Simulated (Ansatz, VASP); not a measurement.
## Two plane-wave programs on Y

The input INCAR:

```
PREC     = Accurate       # precision mode
ENCUT    = 520            # plane-wave cutoff, eV
EDIFF    = 1E-7           # SCF threshold, eV
ISMEAR   = 0              # smearing method
SIGMA    = 0.1            # smearing width, eV
LREAL    = False          # projectors in reciprocal space
LASPH    = True           # aspherical terms in the spheres
NELM     = 60             # most SCF steps
ALGO     = Normal         # electronic algorithm
ISIF     = 2              # what is computed and relaxed
LWAVE    = False          # write WAVECAR
LCHARG   = True           # write CHGCAR
GGA      = PE             # functional
LELF     = True           # ELF
LVHAR    = True         
NBANDS   = 30             # bands
```

Contents of KPOINTS:

```
regular mesh
0
Gamma
  4 4 4
```

The input POSCAR:

```
Y
1.0
    2.7519234713     -4.6639999454      0.0000000000
    2.7519234713      4.6639999454      0.0000000000
    0.0000000000      0.0000000000      5.5111679974
Y
4
Direct
    0.1525000000      0.8475000000      0.0785000000
    0.6525000000      0.3475000000      0.4215000000
    0.8475000000      0.1525000000      0.9215000000
    0.3475000000      0.6525000000      0.5785000000
```

Input for Ansatz:

```yaml
crystal:
  lattice:
    - [2.7519234713, -4.6639999454, 0.0]
    - [2.7519234713, 4.6639999454, 0.0]
    - [0.0, 0.0, 5.5111679974]
  atoms:
    - { symbol: "Y", position: [0.1525, 0.8475, 0.0785] }
    - { symbol: "Y", position: [0.6525, 0.3475, 0.4215] }
    - { symbol: "Y", position: [0.8475, 0.1525, 0.9215] }
    - { symbol: "Y", position: [0.3475, 0.6525, 0.5785] }
basis:
  ecutwfc: 420
kpoints:
  mp_grid: { grid: [4, 4, 4] }
hamiltonian:
  xc: pbe
scf:
  occupations: { method: gaussian, width: 0.1 }
  lower_state_search: "off"
output:
  forces: true
  stress: true
  eigenvalues: true
```

Alike in both runs: task single point; functional PBE; k mesh 4 × 4 × 4; occupations gaussian, width 0.1 eV; no spin polarisation.

|  | VASP | Ansatz |
| --- | --- | --- |
| version | VASP 6.6.1 | Ansatz 0.2.0 |
| potentials or method | VASP PAW PBE potentials, release 64 (Y_sv), cutoff 520 eV | scalar-relativistic, plane waves, PAW |
| valence electrons in the cell | 44 | 44 |

|  | VASP | Ansatz | Ansatz less VASP |
| --- | --- | --- | --- |
| gap on the k mesh at the Fermi level (eV) | none | none | - |
| pressure (GPa) | 2.1 | 2.2 | +0.08 |
| traceless stress, the component that is largest in VASP (GPa) | 4.21 | 4.17 | -0.036 |
| rms of the force components (eV/Å) | 0.080 | 0.076 | -0.0039 |

Atom by atom the forces differ by 0.011 eV/Å (rms over components). A gap of «none» marks a metal or a gap that the smearing closes.
